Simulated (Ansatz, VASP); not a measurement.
# Two plane-wave programs on CoSn2

Contents of INCAR:

```
SYSTEM = CoSn2
PREC = Accurate ; ENCUT = 520
EDIFF = 1E-6 ; ISMEAR = 0
SIGMA = 0.1 ; LREAL = .False.
LASPH = .True. ; NELM = 100
ALGO = Fast ; ISIF = 2
LWAVE = .False. ; LCHARG = .False.
GGA = PS ; NBANDS = 46
```

Contents of KPOINTS:

```
regular mesh
0
Gamma
  12 12 12
  0 0 0
```

POSCAR

```
CoSn2
1.0
   -3.1825000000      3.1825000000      2.7285000000
    3.1825000000     -3.1825000000      2.7285000000
    3.1825000000      3.1825000000     -2.7285000000
Co Sn
2 4
Direct
    0.2500000000      0.2500000000      0.0000000000
    0.7500000000      0.7500000000      0.0000000000
    0.6580000000      0.1580000000      0.8160000000
    0.1580000000      0.3420000000      0.5000000000
    0.3420000000      0.8420000000      0.1840000000
    0.8420000000      0.6580000000      0.5000000000
```

Input for Ansatz:

```yaml
crystal:
  lattice:
    - [-3.1825, 3.1825, 2.7285]
    - [3.1825, -3.1825, 2.7285]
    - [3.1825, 3.1825, -2.7285]
  atoms:
    - { symbol: Co, position: [0.25, 0.25, 0.0] }
    - { symbol: Co, position: [0.75, 0.75, 0.0] }
    - { symbol: Sn, position: [0.658, 0.158, 0.816] }
    - { symbol: Sn, position: [0.158, 0.342, 0.5] }
    - { symbol: Sn, position: [0.342, 0.842, 0.184] }
    - { symbol: Sn, position: [0.842, 0.658, 0.5] }
basis:
  ecutwfc: 420
kpoints:
  mp_grid: { grid: [12, 12, 12] }
hamiltonian:
  xc: pbesol
scf:
  occupations: { method: gaussian, width: 0.1 }
output:
  forces: true
  stress: true
  eigenvalues: true
```

Alike in both runs: task single point; functional PBEsol; k mesh 12 × 12 × 12; occupations gaussian, width 0.1 eV; no spin polarisation.

|  | VASP | Ansatz |
| --- | --- | --- |
| version | VASP 6.6.1 | Ansatz 0.2.0 |
| potentials or method | VASP PAW PBE potentials, release 64 (Co, Sn_d), cutoff 520 eV | scalar-relativistic, plane waves, PAW |
| valence electrons in the cell | 74 | 90 |

VASP gave:

```
gap on the k mesh at the Fermi level (eV)                     : none
pressure (GPa)                                                : -4.1
traceless stress, the component that is largest in VASP (GPa) : -0.26
rms of the force components (eV/Å)                            : 0.407
```

**Question.** Estimate Ansatz's values.

**Answer.** gap on the k mesh at the Fermi level (eV): none; pressure (GPa): -4.1; traceless stress, the component that is largest in VASP (GPa): -0.29; rms of the force components (eV/Å): 0.405.

VASP's potentials were made for PBE, not for PBEsol. Atom by atom the forces differ by 0.002 eV/Å (rms over components). A gap of «none» marks a metal or a gap that the smearing closes. VASP's potentials hold 74 valence electrons a cell and Ansatz's 90, so a difference there can come from the potentials and not from the codes.
